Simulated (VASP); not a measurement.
BAs:

```
CELL_PARAMETERS angstrom
0.00000 2.38850 2.38850
2.38850 0.00000 2.38850
2.38850 2.38850 0.00000
ATOMIC_POSITIONS crystal
B 0.00000 0.00000 0.00000
As 0.25000 0.25000 0.25000
```

```yaml
Program: VASP 6.6.1
Task: relaxation of cell and atoms
Functional: PBE
Potentials_or_basis: VASP PAW PBE potentials, release 64 (B, As)
Cutoff: 600 eV
k_mesh: 10 × 10 × 10
Occupations: gaussian, width 0.02 eV
Spin: no spin polarisation
```

At the start: pressure 3.4 GPa; volume 13.63 Å³/atom.

How do energy, volume and symmetry change on relaxing?

Over 3 steps the energy falls by 3.5 meV/atom and the volume is 13.97 Å³/atom (+2.5 %); space group F-43m (No. 216, to 0.05 Å).

The path:
```
step  energy change (eV)  largest force (eV/Å)  pressure (GPa)  volume (Å³)
   1              0.0000                0.0000            3.42        27.25
   2             -0.0037                0.0000           -2.18        28.42
   3             -0.0071                0.0000            0.01        27.93
```

Final structure:
```
CELL_PARAMETERS angstrom
0.00000 2.40817 2.40817
2.40817 0.00000 2.40817
2.40817 2.40817 0.00000
ATOMIC_POSITIONS crystal
B 0.00000 0.00000 0.00000
As 0.25000 0.25000 0.25000
```
